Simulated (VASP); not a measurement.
A run of VASP 6.6.1 is set up as follows.

INCAR

```
SYSTEM = ZnS
PREC     = Accurate       ! precision mode
ENCUT    = 520            ! plane-wave cutoff, eV
EDIFF    = 1E-6           ! SCF threshold, eV
ISMEAR   = 0              ! smearing method
SIGMA    = 0.05           ! smearing width, eV
LREAL    = .FALSE.        ! projectors in reciprocal space
LASPH    = .TRUE.         ! aspherical terms in the spheres
NELM     = 60             ! most SCF steps
ALGO     = Normal         ! electronic algorithm
ISIF     = 2              ! what is computed and relaxed
LWAVE    = .FALSE.        ! write WAVECAR
LCHARG   = .TRUE.         ! write CHGCAR
GGA      = PE             ! functional
LELF     = .TRUE.         ! ELF
LVHAR    = .TRUE.       
NBANDS   = 36             ! bands
```

Contents of KPOINTS:

```
Automatic mesh
0
G
  8 8 3
  0 0 0
```

Contents of POSCAR:

```
ZnS
1.0
    2.7046500000     -2.7046500000      0.0000000000
    2.7046500000      0.0000000000     -2.7046500000
    5.8598946900      5.1840026550      5.1840026550
Zn S
3 3
Direct
    0.6562513900      0.6562513900      0.1250333333
   -0.0659486100     -0.0659486100      0.7917000000
    0.2951513900      0.2951513900      0.4583666667
    0.5937763900      0.5937763900      0.8750333333
    0.9548763900      0.9548763900      0.5417000000
    0.3159763900      0.3159763900      0.2083666667
```

Potentials or basis: VASP PAW PBE potentials, release 64 (Zn, S).

The run is started by

```sh
$ cat potpaw_PBE.64/Zn/POTCAR potpaw_PBE.64/S/POTCAR > POTCAR
$ mpirun -np 1 vasp_std > vasp.out
```

Q: Predict the band gap on the k mesh.

A: 1.89 eV.

Q: Predict the largest force.

A: 0.432 eV/Å.

Stress tensor (GPa, compression positive):
```
-0.18 -0.54 -0.54
-0.54  2.03  0.99
-0.54  0.99  2.03
```
